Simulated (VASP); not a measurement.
# Mo (Im-3m) in VASP: a series of runs

Runs on Mo. Level: LDA. Tasks: single point.

All numbers are computed with VASP 6.6.1; they aren't measurements. Logs are shortened: lines on timing, memory, paths and dates and some standing lists are left out, and cuts for length are marked.

## (1) The cell of the first run

The structure is cubic, space group Im-3m (No. 229). Conventional cell: a = 3.113 Å, b = 3.113 Å, c = 3.113 Å, α = 90.00°, β = 90.00°, γ = 90.00°. Mo (site symmetry m-3m) has 14 Mo at 2.70 to 3.11 Å within 3.6 Å.

## (2) Single point, LDA

INCAR

```
PREC = Accurate
ENCUT = 520
EDIFF = 1E-6
ISMEAR = 1
SIGMA = 0.3
LREAL = False
LASPH = True
NELM = 100
ALGO = Normal
ISIF = 2
LWAVE = False
LCHARG = False
GGA = CA
NBANDS = 13
```

KPOINTS

```
Automatic mesh
0
Gamma
  14 14 14
```

POSCAR

```
Mo
1.0
   -1.5565618036      1.5565618036      1.5565618036
    1.5565618036     -1.5565618036      1.5565618036
    1.5565618036      1.5565618036     -1.5565618036
Mo
1
Direct
    0.0000000000      0.0000000000      0.0000000000
```

Potentials or basis: VASP PAW LDA potentials, release 64 (Mo_sv).

Run with:

```
> cat potpaw_LDA.64/Mo_sv/POTCAR > POTCAR
> mpirun -np 1 vasp_std > vasp.out
```

OUTCAR:

```text
PREC = Accurate
   ENCUT = 520
   EDIFF = 1E-6
   ISMEAR = 1
   LREAL = False
   LASPH = True
   NELM = 100
   ISIF = 2
   GGA = CA

 ion  position               nearest neighbor table
   1  0.000  0.000  0.000-

  LATTYP: Found a body centered cubic cell.
 ALAT       =     3.1131236072

  Lattice vectors:

 A1 = (  -1.5565618036,   1.5565618036,   1.5565618036)
 A2 = (   1.5565618036,  -1.5565618036,   1.5565618036)
 A3 = (   1.5565618036,   1.5565618036,  -1.5565618036)

Analysis of symmetry for initial positions (statically):
=====================================================================
 Subroutine PRICEL returns:
 Original cell was already a primitive cell.

 Routine SETGRP: Setting up the symmetry group for a
 body centered cubic supercell.

 Subroutine GETGRP returns: Found 48 space group operations
[... 9 lines left out ...]

 Routine SETGRP: Setting up the symmetry group for a
 body centered cubic supercell.

 Subroutine GETGRP returns: Found 48 space group operations
[... 11 lines left out ...]
                                     Primitive cell

  volume of cell :      15.0855

  direct lattice vectors                    reciprocal lattice vectors
    -1.556561804  1.556561804  1.556561804     0.000000000  0.321220782  0.321220782
     1.556561804 -1.556561804  1.556561804     0.321220782  0.000000000  0.321220782
     1.556561804  1.556561804 -1.556561804     0.321220782  0.321220782  0.000000000

  length of vectors
     2.696044129  2.696044129  2.696044129     0.454274787  0.454274787  0.454274787

  position of ions in fractional coordinates (direct lattice)
     0.000000000  0.000000000  0.000000000

  ion indices of the primitive-cell ions
   primitive index   ion index
                 1           1

----------------------------------------------------------------------------------------

 KPOINTS: Automatic mesh

Automatic generation of k-mesh.
 Grid dimensions read from file:
 generate k-points for:   14   14   14

 Generating k-lattice:

  Cartesian coordinates                     Fractional coordinates (reciprocal lattice)
     0.000000000  0.022944342  0.022944342     0.071428571  0.000000000  0.000000000
     0.022944342  0.000000000  0.022944342     0.000000000  0.071428571  0.000000000
     0.022944342  0.022944342  0.000000000     0.000000000  0.000000000  0.071428571

[... 53 lines left out ...]
   LASPH  =      T    aspherical Exc in radial PAW
   ENCUT  =  520.0 eV  38.22 Ry    6.18 a.u.   5.01  5.01  5.01*2*pi/ulx,y,z
   NELM   =    100;   NELMIN=  2; NELMDL= -5     # of ELM steps
   EDIFF  = 0.1E-05   stopping-criterion for ELM
   LREAL  =      F    real-space projection
   EDIFFG = 0.1E-04   stopping-criterion for IOM
   NSW    =      0    number of steps for IOM
   IBRION =     -1    ionic relax: 0-MD 1-quasi-New 2-CG
   NFREE  =      0    steps in history (QN), initial steepest desc. (CG)
   ISIF   =      2    stress and relaxation
   ISYM   =      2    0-nonsym 1-usesym 2-fastsym
   POTIM  = 0.5000    time-step for ionic-motion
   TEBEG  =    0.0;   TEEND  =   0.0 temperature during run
   PSTRESS=    0.0 pullay stress
   NELECT =      14.0000    total number of electrons
   NUPDOWN=      -1.0000    fix difference up-down
   EMIN   =  10.00;   EMAX   =-10.00  energy-range for DOS
   EFERMI =   0.00;   METHOD = LEGACY
   ISMEAR =     1;   SIGMA  =   0.30  broadening in eV -4-tet -1-fermi 0-gaus
   EFERMI_NEDOS =   21; number of points for ismear=-14 and -15
   IALGO  =     38    algorithm
   IMIX   =      4    mixing-type and parameters
     AMIX     =   0.40;   BMIX     =  1.00
     AMIX_MAG =   1.60;   BMIX_MAG =  1.00
  volume/ion in A,a.u.               =      15.09       101.80
  Fermi-wavevector in a.u.,A,eV,Ry     =   1.596851  3.017611 34.693959  2.549934
  Thomas-Fermi vector in A             =   2.694549
   LORBIT       =      0    0 simple, 1 ext, 2 COOP (PROOUT), +10 PAW based schemes
   GGA     = CA    functional components
   LHFCALC =     F    Hartree Fock is set to
   AEXX    =    0.0000 exact exchange contribution
   IVDW    =     0    specifies the selected vdW correction
   LEPSILON=     F    determine dielectric tensor
   LRPA    =     F    only Hartree local field effects (RPA)
 non-spin polarized calculation
 Methfessel and Paxton  Order N= 1 SIGMA  =   0.30
  energy-cutoff  :      520.00
  volume of cell :       15.09
 maximum number of plane-waves:       420
   NGX =  9   NGY =  9   NGZ =  9

 number of electron      13.9999996 magnetization

 Free energy of the ion-electron system (eV)
  ---------------------------------------------------
  ext. energy  EPLUGINS =         0.00000000
  ---------------------------------------------------
  free energy    TOTEN  =       -12.11732017 eV

  energy without entropy =      -12.10937810  energy(sigma->0) =      -12.11467281

 E-fermi :  13.0908     XC(G=0): -13.8047

 val. band max:       13.0675913738   @ k =  -0.2857   0.3571   0.2143
 cond. band min:      13.0924929708   @ k =  -0.1429   0.2143   0.0714
 fundamental gap:      0.0249015970
 Fermi energy:        13.0907858501

 k-point     1 :       0.0000    0.0000    0.0000
  band No.  band energies     occupation
      1     -47.9041      2.00000
      2     -21.2560      2.00000
      3     -21.2560      2.00000
      4     -21.2560      2.00000
      5       5.7114      2.00000
      6      11.5982      2.00000
      7      11.5982      2.00000
      8      11.5982      2.00000
      9      14.7366     -0.00000
     10      14.7366     -0.00000
     11      27.9263      0.00000
     12      27.9263      0.00000
     13      27.9263      0.00000
[... 354 lines left out ...]
  band No.  band energies     occupation
      1     -47.5538      2.00000
      2     -22.4774      2.00000
      3     -22.2341      2.00000
      4     -21.4550      2.00000
      5       8.9946      2.00000
      6      10.2804      2.00000
      7      11.0886      2.00000
      8      15.0063     -0.00000
      9      15.5329     -0.00000
     10      22.8711      0.00000
     11      23.5614      0.00000
     12      25.0193      0.00000
     13      30.6855      0.00000

 [... further k-points ...]
[... 5 lines left out ...]
  --------------------------------------------------------------------------------------
  -------------------------------------------------------------------------------------
  Total        0.1203315      0.1203315      0.1203315      0.0000000     -0.0000000      0.0000000
  in kB       12.7800012     12.7800012     12.7800012      0.0000000     -0.0000000      0.0000000
  external PRESSURE =      12.7800012 kB  Pullay stress =       0.0000000 kB

 VOLUME and BASIS-vectors are now :
 -----------------------------------------------------------------------------
  energy-cutoff  :      520.00
  volume of cell :       15.09
      direct lattice vectors                 reciprocal lattice vectors
    -1.556561804  1.556561804  1.556561804     0.000000000  0.321220782  0.321220782
     1.556561804 -1.556561804  1.556561804     0.321220782  0.000000000  0.321220782
     1.556561804  1.556561804 -1.556561804     0.321220782  0.321220782  0.000000000

 POSITION                                       TOTAL-FORCE (eV/Angst)
 -----------------------------------------------------------------------------------
      0.00000      0.00000      0.00000         0.000000     -0.000000      0.000000
 -----------------------------------------------------------------------------------
    total drift:                                0.000000      0.000000      0.000000

  FREE ENERGIE OF THE ION-ELECTRON SYSTEM (eV)
  ---------------------------------------------------
  free  energy   TOTEN  =       -12.1173201679 eV

  energy  without entropy=      -12.1093780962  energy(sigma->0) =      -12.11467281
```

Wall time 12 s (1 thread of Intel Xeon Platinum 8259CL at 2.50GHz (Skylake/Cascade Lake), shared host); peak memory 0.13 GiB.

What came out:

```yaml
Free_energy: -12.1173 eV
Pressure: 1.3 GPa
Band_gap_on_the_k_mesh: zero (band 7 reaches 17.26 eV, above the bottom of band 8 at 11.60 eV)
```

## (3) Single point, LDA

INCAR

```
SYSTEM = Mo
PREC     = Accurate       ! precision mode
ENCUT    = 520            ! plane-wave cutoff, eV
EDIFF    = 1E-7           ! SCF threshold, eV
ISMEAR   = 1              ! smearing method
SIGMA    = 0.6            ! smearing width, eV
LREAL    = .False.        ! projectors in reciprocal space
LASPH    = .True.         ! aspherical terms in the spheres
NELM     = 60             ! most SCF steps
ALGO     = Normal         ! electronic algorithm
ISIF     = 2              ! what is computed and relaxed
LWAVE    = .False.        ! write WAVECAR
LCHARG   = .False.        ! write CHGCAR
GGA      = CA             ! functional
NBANDS   = 13             ! bands
```

KPOINTS

```
regular mesh
0
Gamma
  14 14 14
  0 0 0
```

POSCAR is that of step 2.

Potentials or basis: VASP PAW LDA potentials, release 64 (Mo_sv).

Run with:

```
> cat potpaw_LDA.64/Mo_sv/POTCAR > POTCAR
> mpirun -np 1 vasp_std > vasp.out
```

OUTCAR:

```text
SYSTEM = Mo
   PREC = Accurate
   ENCUT = 520
   EDIFF = 1E-7
   ISMEAR = 1
   LREAL = .False.
   LASPH = .True.
   NELM = 60
   ISIF = 2
   GGA = CA

 ion  position               nearest neighbor table
   1  0.000  0.000  0.000-

  LATTYP: Found a body centered cubic cell.
 ALAT       =     3.1131236072

  Lattice vectors:

 A1 = (  -1.5565618036,   1.5565618036,   1.5565618036)
 A2 = (   1.5565618036,  -1.5565618036,   1.5565618036)
 A3 = (   1.5565618036,   1.5565618036,  -1.5565618036)

Analysis of symmetry for initial positions (statically):
=====================================================================
 Subroutine PRICEL returns:
 Original cell was already a primitive cell.

 Routine SETGRP: Setting up the symmetry group for a
 body centered cubic supercell.

 Subroutine GETGRP returns: Found 48 space group operations
[... 9 lines left out ...]

 Routine SETGRP: Setting up the symmetry group for a
 body centered cubic supercell.

 Subroutine GETGRP returns: Found 48 space group operations
[... 11 lines left out ...]
                                     Primitive cell

  volume of cell :      15.0855
[... 136 lines left out ...]

 val. band max:       13.0722208498   @ k =  -0.2857   0.3571   0.2143
 cond. band min:      13.0956570459   @ k =  -0.1429   0.2143   0.0714
 fundamental gap:      0.0234361961
 Fermi energy:        13.0743338512

 k-point     1 :       0.0000    0.0000    0.0000
  band No.  band energies     occupation
      1     -47.8964      2.00000
      2     -21.2486      2.00000
      3     -21.2486      2.00000
      4     -21.2486      2.00000
      5       5.7110      2.00000
      6      11.6035      2.00287
      7      11.6035      2.00287
      8      11.6035      2.00287
      9      14.7401     -0.00062
     10      14.7401     -0.00062
     11      27.9256      0.00000
     12      27.9256      0.00000
     13      27.9256      0.00000
[... 354 lines left out ...]
  band No.  band energies     occupation
      1     -47.5460      2.00000
      2     -22.4705      2.00000
      3     -22.2270      2.00000
      4     -21.4477      2.00000
      5       8.9979      2.00000
      6      10.2829      2.00000
      7      11.0907      2.00003
      8      15.0110     -0.00005
      9      15.5378     -0.00000
     10      22.8744     -0.00000
     11      23.5638     -0.00000
     12      25.0219     -0.00000
     13      30.6861      0.00000

 [... further k-points ...]
[... 5 lines left out ...]
  --------------------------------------------------------------------------------------
  -------------------------------------------------------------------------------------
  Total        0.0844922      0.0844922      0.0844922     -0.0000000     -0.0000000      0.0000000
  in kB        8.9736318      8.9736318      8.9736318     -0.0000000     -0.0000000      0.0000000
  external PRESSURE =       8.9736318 kB  Pullay stress =       0.0000000 kB

 VOLUME and BASIS-vectors are now :
 -----------------------------------------------------------------------------
  energy-cutoff  :      520.00
  volume of cell :       15.09
      direct lattice vectors                 reciprocal lattice vectors
    -1.556561804  1.556561804  1.556561804     0.000000000  0.321220782  0.321220782
     1.556561804 -1.556561804  1.556561804     0.321220782  0.000000000  0.321220782
     1.556561804  1.556561804 -1.556561804     0.321220782  0.321220782  0.000000000

 POSITION                                       TOTAL-FORCE (eV/Angst)
 -----------------------------------------------------------------------------------
      0.00000      0.00000      0.00000         0.000000     -0.000000     -0.000000
 -----------------------------------------------------------------------------------
    total drift:                                0.000000     -0.000000      0.000000

  FREE ENERGIE OF THE ION-ELECTRON SYSTEM (eV)
  ---------------------------------------------------
  free  energy   TOTEN  =       -12.1225328939 eV

  energy  without entropy=      -12.1186605925  energy(sigma->0) =      -12.12124213
```

OSZICAR:

```text
N       E                     dE             d eps       ncg     rms          rms(c)
DAV:   1     0.962040471210E+02    0.96204E+02   -0.78690E+03  2712   0.111E+03
DAV:   2    -0.116171110088E+02   -0.10782E+03   -0.10331E+03  3004   0.322E+02
DAV:   3    -0.128370800023E+02   -0.12200E+01   -0.12157E+01  3064   0.355E+01
DAV:   4    -0.128400947127E+02   -0.30147E-02   -0.30146E-02  3024   0.207E+00
DAV:   5    -0.128401152725E+02   -0.20560E-04   -0.20560E-04  3089   0.153E-01    0.169E+01
DAV:   6    -0.122221610154E+02    0.61795E+00   -0.71339E-01  2799   0.108E+01    0.444E+00
DAV:   7    -0.121291880108E+02    0.92973E-01   -0.13542E-01  2949   0.436E+00    0.923E-01
DAV:   8    -0.121225910698E+02    0.65969E-02   -0.47556E-03  2809   0.882E-01    0.200E-01
DAV:   9    -0.121225219292E+02    0.69141E-04   -0.14778E-04  3257   0.150E-01    0.705E-02
DAV:  10    -0.121225328585E+02   -0.10929E-04   -0.76749E-06  2804   0.315E-02    0.141E-03
DAV:  11    -0.121225328939E+02   -0.35450E-07   -0.57691E-08  2121   0.270E-03
   1 F= -.12122533E+02 E0= -.12121242E+02  d E =-.387230E-02
```

stdout:

```text
POSCAR found type information on POSCAR Mo
 POSCAR found :  1 types and       1 ions
 scaLAPACK will be used
 LDA part: xc-table for (Slater(with rela. corr.)+CA(PZ))
 , standard interpolation
 POSCAR, INCAR and KPOINTS ok, starting setup
 FFT: planning ... GRIDC
 FFT: planning ... GRID_SOFT
 FFT: planning ... GRID
 WAVECAR not read
 entering main loop
```

Wall time 12 s (1 thread of Intel Xeon Platinum 8259CL at 2.50GHz (Skylake/Cascade Lake), shared host); peak memory 0.13 GiB.

Results:

* Free energy: -12.1225 eV
* Pressure: 0.9 GPa
* Band gap on the k mesh: zero (band 7 reaches 17.26 eV, above the bottom of band 8 at 11.60 eV)

[end of part 1 of 2]
